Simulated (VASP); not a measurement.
Ga4PN3, 8 atoms in the cell. Symmetry: P-4m2, No. 115, tetragonal system. The conventional cell has a = 3.401 Å, b = 3.401 Å, c = 9.490 Å, α = 90.00°, β = 90.00°, γ = 90.00°. N (site symmetry 2mm) has 4 Ga at 2.01 to 2.02 Å within 2.7 Å. Within 2.7 Å of N (site symmetry -4m2) lie 4 Ga at 2.01 Å. Ga (site symmetry 2mm) has 4 N at 2.01 Å within 2.7 Å. Ga (site symmetry 2mm) has 2 N at 2.02 Å and 2 P at 2.28 Å within 2.7 Å. P (site symmetry -4m2) has 4 Ga at 2.28 Å within 3.0 Å. 

```yaml
Program: VASP 6.6.1
Task: single point
Functional: PBE
Potentials_or_basis: VASP PAW PBE potentials, release 64 (N, Ga_d, P)
Cutoff: 520 eV
k_mesh: 8 × 8 × 4
Occupations: fermi-dirac, width 0.02 eV
Spin: no spin polarisation
Dipole_correction: no
Further_INCAR_settings: ALGO = Normal; EDIFF = 1e-06; NBANDS = 46
```

Potentials or basis: VASP PAW PBE potentials, release 64 (N, Ga_d, P).

Launch:

```console
$ cat potpaw_PBE.64/N/POTCAR potpaw_PBE.64/Ga_d/POTCAR potpaw_PBE.64/P/POTCAR > POTCAR
$ mpirun -np 1 vasp_std > vasp.out
```

Hardware: 1 thread of Intel Xeon 8259CL, with other jobs on the host.

Question: Estimate the wall time of this run.

Answer: Run time: 4.5 min on 1 thread of Intel Xeon 8259CL, on a shared host, peak memory 0.34 GiB. Counts: scf iterations 16, k points 45.
